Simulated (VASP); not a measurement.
# LiH (Fm-3m) in VASP: single point with HSE06

Aim: the single point of LiH with HSE06.

Program: VASP 6.6.1. These are calculated values, not measurements. Logs are shortened: lines on timing, memory, paths and dates and some standing lists are left out, and cuts for length are marked.

**1. The cell of the first run**

It takes space group Fm-3m (No. 225, cubic). The conventional cell has a = 4.006 Å, b = 4.006 Å, c = 4.006 Å, α = 90.00°, β = 90.00°, γ = 90.00°. Li (site symmetry m-3m) has 6 H at 2.00 Å within 2.7 Å. H (site symmetry m-3m) has 6 Li at 2.00 Å within 2.7 Å.

**2. Single point, HSE06**

Input file POSCAR:

```
LiH
1.0
    0.0000000000      2.0029948929      2.0029948929
    2.0029948929      0.0000000000      2.0029948929
    2.0029948929      2.0029948929      0.0000000000
Li H
1 1
Direct
    0.0000000000      0.0000000000      0.0000000000
    0.5000000000      0.5000000000      0.5000000000
```

Input file INCAR.step1:

```
SYSTEM = LiH
  ALGO = Normal
  EDIFF = 1E-5
  ENCUT = 520
  GGA = PE
  ISIF = 2
  ISMEAR = 0
  LASPH = .True.
  LREAL = .False.
  LWAVE = .True.
  NBANDS = 9
  NELM = 100
  PREC = Accurate
  SIGMA = 0.01
```

Input file INCAR.step2:

```
SYSTEM = LiH
  ALGO = Normal
  EDIFF = 1E-6
  ENCUT = 520
  GGA = PE
  HFSCREEN = 0.2079
  ISIF = 2
  ISMEAR = 0
  ISTART = 1
  LASPH = .True.
  LCHARG = .True.
  LELF = .True.
  LHFCALC = .True.
  LREAL = .False.
  LVHAR = .True.
  LWAVE = .False.
  NBANDS = 9
  NELM = 100
  PREC = Accurate
  PRECFOCK = Normal
  SIGMA = 0.01
```

Input file KPOINTS:

```
k-points
0
Gamma
  6 6 6
  0 0 0
```

Potentials or basis: VASP PAW PBE potentials, release 64 (Li_sv, H).

Launch:

```bash
> cat potpaw_PBE.64/Li_sv/POTCAR potpaw_PBE.64/H/POTCAR > POTCAR
> cp INCAR.step1 INCAR
> mpirun -np 1 vasp_std > vasp.out
> cp INCAR.step2 INCAR
> mpirun -np 1 vasp_std > vasp.out
```

OUTCAR:

```text
SYSTEM = LiH
   EDIFF = 1E-6
   ENCUT = 520
   GGA = PE
   HFSCREEN = 0.2079
   ISIF = 2
   ISMEAR = 0
   ISTART = 1
   LASPH = .True.
   LHFCALC = .True.
   LREAL = .False.
   NELM = 100
   PREC = Accurate
   PRECFOCK = Normal

 ion  position               nearest neighbor table
   1  0.000  0.000  0.000-
   2  0.500  0.500  0.500-

  LATTYP: Found a face centered cubic cell.
 ALAT       =     4.0059897858

  Lattice vectors:

 A1 = (   0.0000000000,   2.0029948929,   2.0029948929)
 A2 = (   2.0029948929,   0.0000000000,   2.0029948929)
 A3 = (   2.0029948929,   2.0029948929,   0.0000000000)

Analysis of symmetry for initial positions (statically):
=====================================================================
 Subroutine PRICEL returns:
 Original cell was already a primitive cell.

 Routine SETGRP: Setting up the symmetry group for a
 face centered cubic supercell.

 Subroutine GETGRP returns: Found 48 space group operations
 (whereof 48 operations were pure point group operations)
 out of a pool of 48 trial point group operations.

The static configuration has the point symmetry O_h .

Analysis of symmetry for dynamics (positions and initial velocities):
=====================================================================
 Subroutine PRICEL returns:
 Original cell was already a primitive cell.

 Routine SETGRP: Setting up the symmetry group for a
 face centered cubic supercell.

 Subroutine GETGRP returns: Found 48 space group operations
 (whereof 48 operations were pure point group operations)
 out of a pool of 48 trial point group operations.

The dynamic configuration has the point symmetry O_h .

 Subroutine INISYM returns: Found 48 space group operations
 (whereof 48 operations are pure point group operations),
 and found     1 'primitive' translations

----------------------------------------------------------------------------------------

                                     Primitive cell

  volume of cell :      16.0720

  direct lattice vectors                    reciprocal lattice vectors
     0.000000000  2.002994893  2.002994893    -0.249626198  0.249626198  0.249626198
     2.002994893  0.000000000  2.002994893     0.249626198 -0.249626198  0.249626198
     2.002994893  2.002994893  0.000000000     0.249626198  0.249626198 -0.249626198

  length of vectors
     2.832662543  2.832662543  2.832662543     0.432365258  0.432365258  0.432365258

  position of ions in fractional coordinates (direct lattice)
     0.000000000  0.000000000  0.000000000
     0.500000000  0.500000000  0.500000000

  ion indices of the primitive-cell ions
   primitive index   ion index
                 1           1
                 2           2

----------------------------------------------------------------------------------------

 KPOINTS: k-points

Automatic generation of k-mesh.
 Grid dimensions read from file:
 generate k-points for:    6    6    6

 Generating k-lattice:

  Cartesian coordinates                     Fractional coordinates (reciprocal lattice)
    -0.041604366  0.041604366  0.041604366     0.166666667  0.000000000  0.000000000
     0.041604366 -0.041604366  0.041604366     0.000000000  0.166666667  0.000000000
     0.041604366  0.041604366 -0.041604366     0.000000000  0.000000000  0.166666667

  Length of vectors
     0.072060876  0.072060876  0.072060876

  Shift w.r.t. Gamma in fractional coordinates (k-lattice)
     0.000000000  0.000000000  0.000000000

 Subroutine IBZKPT returns following result:
 ===========================================

 Found     16 irreducible k-points:

 Following reciprocal coordinates:
            Coordinates               Weight
  0.000000  0.000000  0.000000      1.000000
  0.166667  0.000000  0.000000      8.000000
  0.333333  0.000000  0.000000      8.000000
  0.500000  0.000000  0.000000      4.000000
  0.166667  0.166667  0.000000      6.000000
  0.333333  0.166667  0.000000     24.000000
[... 8 lines left out ...]
 -0.333333  0.333333  0.166667     24.000000
 -0.333333  0.500000  0.166667     12.000000
   k-points           NKPTS =     16   k-points in BZ     NKDIM =    216   number of bands    NBANDS=      9
   number of dos      NEDOS =    301   number of ions     NIONS =      2
   total plane-waves  NPLWV =  13824
   dimension x,y,z NGX =    24 NGY =   24 NGZ =   24
   dimension x,y,z NGXF=    48 NGYF=   48 NGZF=   48
   ions per type =               1   1
   NGX,Y,Z   is equivalent  to a cutoff of  14.09, 14.09, 14.09 a.u.
   NGXF,Y,Z  is equivalent  to a cutoff of  28.17, 28.17, 28.17 a.u.
 SYSTEM =  LiH
   PREC   = accura    normal or accurate (medium, high low for compatibility)
   ISTART =      1    job   : 0-new  1-cont  2-samecut
   ICHARG =      0    charge: 1-file 2-atom 10-const
   ISPIN  =      1    spin polarized calculation?
   LNONCOLLINEAR =      F non collinear calculations
   LSORBIT =      F    spin-orbit coupling
   LASPH  =      T    aspherical Exc in radial PAW
   ENCUT  =  520.0 eV  38.22 Ry    6.18 a.u.   5.27  5.27  5.27*2*pi/ulx,y,z
   NELM   =    100;   NELMIN=  2; NELMDL=  0     # of ELM steps
   EDIFF  = 0.1E-05   stopping-criterion for ELM
   LREAL  =      F    real-space projection
   EDIFFG = 0.1E-04   stopping-criterion for IOM
   NSW    =      0    number of steps for IOM
   IBRION =     -1    ionic relax: 0-MD 1-quasi-New 2-CG
   NFREE  =      0    steps in history (QN), initial steepest desc. (CG)
   ISIF   =      2    stress and relaxation
   ISYM   =      3    0-nonsym 1-usesym 2-fastsym
   POTIM  = 0.5000    time-step for ionic-motion
   TEBEG  =    0.0;   TEEND  =   0.0 temperature during run
   PSTRESS=    0.0 pullay stress
   NELECT =       4.0000    total number of electrons
   NUPDOWN=      -1.0000    fix difference up-down
   EMIN   =  10.00;   EMAX   =-10.00  energy-range for DOS
   EFERMI =   0.00;   METHOD = LEGACY
   ISMEAR =     0;   SIGMA  =   0.01  broadening in eV -4-tet -1-fermi 0-gaus
   EFERMI_NEDOS =   21; number of points for ismear=-14 and -15
   IALGO  =     38    algorithm
   IMIX   =      1    mixing-type and parameters
     AMIX     =   0.40;   BMIX     =  1.00
     AMIX_MAG =   1.60;   BMIX_MAG =  1.00
  volume/ion in A,a.u.               =       8.04        54.23
  Fermi-wavevector in a.u.,A,eV,Ry     =   1.029765  1.945975 14.427848  1.060417
  Thomas-Fermi vector in A             =   2.163830
   LORBIT       =      0    0 simple, 1 ext, 2 COOP (PROOUT), +10 PAW based schemes
   GGA     = PE    functional components
   LHFCALC =     T    Hartree Fock is set to
   PRECFOCK=normal    Normal, Fast or Accurate (Low or Medium for compatibility)
   ENCUT4O =  -1.0   cutoff for four orbital integrals eV
   NKREDX  =     1    reduce k-point grid by
   NKREDY  =     1    reduce k-point grid by
   NKREDZ  =     1    reduce k-point grid by
   AEXX    =    0.2500 exact exchange contribution
   HFSCREEN=    0.2079 screening length (either q_TF or 0.3 A-1)
   HFSCREENC=   0.2079 screening length for correlation (either q_TF or 0.3 A-1)
   ENCUTFOCK=  -1.0 apply spherical cutoff to Coloumb kernel
   IVDW    =     0    specifies the selected vdW correction
   LEPSILON=     F    determine dielectric tensor
   LRPA    =     F    only Hartree local field effects (RPA)
 non-spin polarized calculation
 Gauss-broadening in eV      SIGMA  =   0.01
  energy-cutoff  :      520.00
  volume of cell :       16.07
 maximum number of plane-waves:       444
 NGX is ok and might be reduce to    24
  NGX = 16; NGY = 16; NGZ = 16

 number of electron       3.9999995 magnetization

 Free energy of the ion-electron system (eV)
  ---------------------------------------------------
  ext. energy  EPLUGINS =         0.00000000
  ---------------------------------------------------
  free energy    TOTEN  =        -6.78589505 eV

  energy without entropy =       -6.78589505  energy(sigma->0) =       -6.78589505

 E-fermi :  -0.3356     XC(G=0):  -7.1281

 val. band max:       -0.5916835557   @ k =   0.5000   0.5000   0.0000
 cond. band min:       3.3791949444   @ k =   0.5000   0.5000   0.0000
 fundamental gap:      3.9708785002
 Fermi energy:        -0.3355662054

 k-point     1 :       0.0000    0.0000    0.0000
  band No.  band energies     occupation
      1     -47.8779      2.00000
      2      -6.6715      2.00000
      3      17.3819      0.00000
      4      18.8944      0.00000
      5      18.8944      0.00000
      6      18.8945      0.00000
      7      23.5057      0.00000
      8      23.5057      0.00000
      9      23.5057      0.00000

 k-point     2 :       0.1667    0.0000    0.0000
  band No.  band energies     occupation
      1     -47.8653      2.00000
      2      -6.1112      2.00000
      3      13.3819      0.00000
      4      17.1355      0.00000
      5      18.0295      0.00000
      6      18.0295      0.00000
      7      23.3985      0.00000
      8      24.8390      0.00000
      9      24.8390      0.00000

 k-point     3 :       0.3333    0.0000    0.0000
  band No.  band energies     occupation
      1     -47.8394      2.00000
      2      -4.6135      2.00000
      3       7.9208      0.00000
      4      15.3561      0.00000
      5      17.3815      0.00000
      6      17.3815      0.00000
      7      21.5804      0.00000
      8      21.5804      0.00000
      9      26.0144      0.00000

 k-point     4 :       0.5000    0.0000    0.0000
  band No.  band energies     occupation
      1     -47.8264      2.00000
      2      -3.4680      2.00000
      3       5.3745      0.00000
      4      14.6828      0.00000
      5      17.4412      0.00000
      6      17.4412      0.00000
      7      20.0408      0.00000
      8      20.0408      0.00000
      9      28.3944      0.00000

 k-point     5 :       0.1667    0.1667    0.0000
  band No.  band energies     occupation
      1     -47.8612      2.00000
      2      -5.9001      2.00000
      3      14.2463      0.00000
      4      15.5941      0.00000
      5      15.5941      0.00000
      6      18.9057      0.00000
      7      19.5219      0.00000
      8      25.9089      0.00000
      9      28.3200      0.00000

 k-point     6 :       0.3333    0.1667    0.0000
  band No.  band energies     occupation
      1     -47.8402      2.00000
      2      -4.6140      2.00000
      3       9.5664      0.00000
      4      13.0229      0.00000
      5      14.3882      0.00000
      6      18.2054      0.00000
      7      21.0921      0.00000
      8      25.6461      0.00000
      9      27.0544      0.00000
[... 73 lines left out ...]
 k-point    13 :       0.5000    0.5000    0.0000
  band No.  band energies     occupation
      1     -47.8133      2.00000
      2      -0.5917      2.00000
      3       3.3792      0.00000
      4      11.5927      0.00000
      5      11.5927      0.00000
      6      14.7012      0.00000
      7      18.3739      0.00000
      8      35.9833      0.00000
      9      35.9833      0.00000

 k-point    14 :       0.5000    0.3333    0.1667
  band No.  band energies     occupation
      1     -47.8239      2.00000
      2      -3.0369      2.00000
      3       7.7932      0.00000
      4       8.6817      0.00000
      5      13.7394      0.00000
      6      18.3160      0.00000
      7      21.6978      0.00000
      8      26.3290      0.00000
      9      30.3491      0.00000

 k-point    15 :      -0.3333    0.3333    0.1667
  band No.  band energies     occupation
      1     -47.8158      2.00000
      2      -1.7629      2.00000
      3       5.6810      0.00000
      4       7.6907      0.00000
      5      13.3040      0.00000
      6      17.9719      0.00000
      7      24.8586      0.00000
      8      26.6096      0.00000
      9      28.6816      0.00000

 k-point    16 :      -0.3333    0.5000    0.1667
  band No.  band energies     occupation
      1     -47.8125      2.00000
      2      -0.7745      2.00000
      3       4.4587      0.00000
      4       7.6237      0.00000
      5      12.3386      0.00000
      6      18.6090      0.00000
      7      20.6880      0.00000
      8      29.8596      0.00000
      9      30.4026      0.00000

------------------------ aborting loop because EDIFF is reached ----------------------------------------

  FORCE on cell =-STRESS in cart. coord.  units (eV):
  Direction    XX          YY          ZZ          XY          YZ          ZX
  --------------------------------------------------------------------------------------
  -------------------------------------------------------------------------------------
  Total       -0.0674082     -0.0674082     -0.0674082      0.0000000      0.0000000     -0.0000000
  in kB       -6.7197604     -6.7197604     -6.7197604      0.0000000      0.0000000     -0.0000000
  external PRESSURE =      -6.7197604 kB  Pullay stress =       0.0000000 kB

 VOLUME and BASIS-vectors are now :
 -----------------------------------------------------------------------------
  energy-cutoff  :      520.00
  volume of cell :       16.07
      direct lattice vectors                 reciprocal lattice vectors
     0.000000000  2.002994893  2.002994893    -0.249626198  0.249626198  0.249626198
     2.002994893  0.000000000  2.002994893     0.249626198 -0.249626198  0.249626198
     2.002994893  2.002994893  0.000000000     0.249626198  0.249626198 -0.249626198

 POSITION                                       TOTAL-FORCE (eV/Angst)
 -----------------------------------------------------------------------------------
      0.00000      0.00000      0.00000         0.000000     -0.000000     -0.000000
      2.00299      2.00299      2.00299        -0.000000      0.000000      0.000000
 -----------------------------------------------------------------------------------
    total drift:                                0.000000      0.000000      0.000000

  FREE ENERGIE OF THE ION-ELECTRON SYSTEM (eV)
  ---------------------------------------------------
  free  energy   TOTEN  =        -6.7858950458 eV

  energy  without entropy=       -6.7858950458  energy(sigma->0) =       -6.78589505
```

Wall time 75 s (1 thread of Intel Xeon 8259CL, shared host); peak memory 0.23 GiB.

What came out:

```yaml
Free_energy: -6.7859 eV
Band_gap_on_the_k_mesh: 3.97 eV
```

Levels at points of the mesh, in eV from the valence-band top:
| k point | band 1 | band 2 | band 3 | band 4 | band 5 | band 6 | band 7 |
| --- | --- | --- | --- | --- | --- | --- | --- |
| (0.00, 0.00, 0.00) | -47.29 | -6.08 | 17.97 | 19.49 | 19.49 | 19.49 | 24.10 |
| (0.50, 0.00, 0.00) | -47.23 | -2.88 | 5.97 | 15.27 | 18.03 | 18.03 | 20.63 |
| (0.50, 0.50, 0.00) | -47.22 | 0.00 | 3.97 | 12.18 | 12.18 | 15.29 | 18.97 |

Caveat: the k points lie up to 0.45 Å⁻¹ apart; the cutoff is under 1.25 times the usual one of these potentials, so pressure, stress and relaxed cells hold a basis-set (Pulay) error; the PAW data sets were made with another functional, which shifts forces and pressure a little. A k mesh can miss the band edges.
